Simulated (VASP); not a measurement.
Write the native input for VASP 6.6.1 that does the following.

| Property | Result |
| --- | --- |
| Task | single point |
| Functional | PBE |
| Potentials or basis | VASP PAW PBE potentials, release 64 (Al, Pt) |
| Cutoff | 520 eV |
| k mesh | 12 × 12 × 12 |
| Occupations | gaussian, width 0.1 eV |
| Spin | no spin polarisation |
| Dipole correction | no |
| Further INCAR settings | ALGO = Normal; EDIFF = 1e-07; NBANDS = 15 |

The structure of Al2Pt lies in POSCAR:

```
Al2Pt
1.0
    0.0000000000      3.0026436982      3.0026436982
    3.0026436982      0.0000000000      3.0026436982
    3.0026436982      3.0026436982      0.0000000000
Al Pt
2 1
Direct
    0.2500000000      0.2500000000      0.2500000000
    0.7500000000      0.7500000000      0.7500000000
    0.0000000000      0.0000000000      0.0000000000
```

This cell differs from its parent crystal: volume scaled by 1.03.

One way to write it, as run:

INCAR

```
SYSTEM = Al2Pt
ALGO = Normal
EDIFF = 1E-7
ENCUT = 520
GGA = PE
ISIF = 2
ISMEAR = 0
LASPH = .TRUE.
LCHARG = .FALSE.
LREAL = .FALSE.
LWAVE = .FALSE.
NBANDS = 15
NELM = 100
PREC = Accurate
SIGMA = 0.1
```

KPOINTS

```
k-points
0
G
  12 12 12
  0 0 0
```

Potentials or basis: VASP PAW PBE potentials, release 64 (Al, Pt).

Command:

```sh
$ cat potpaw_PBE.64/Al/POTCAR potpaw_PBE.64/Pt/POTCAR > POTCAR
$ mpirun -np 1 vasp_std > vasp.out
```

It gave:

| Property | Result |
| --- | --- |
| Pressure | -3.8 GPa |
| Band gap on the k mesh | zero (band 8 reaches 11.13 eV, above the bottom of band 9 at 5.83 eV) |

Caveat: spin-orbit coupling is left out, which moves the levels of the heavy elements.

Run time: 59 s on 1 thread of AMD EPYC 7R43 64-Core Processor (Zen 3), with other jobs on the host, peak memory 0.17 GiB.
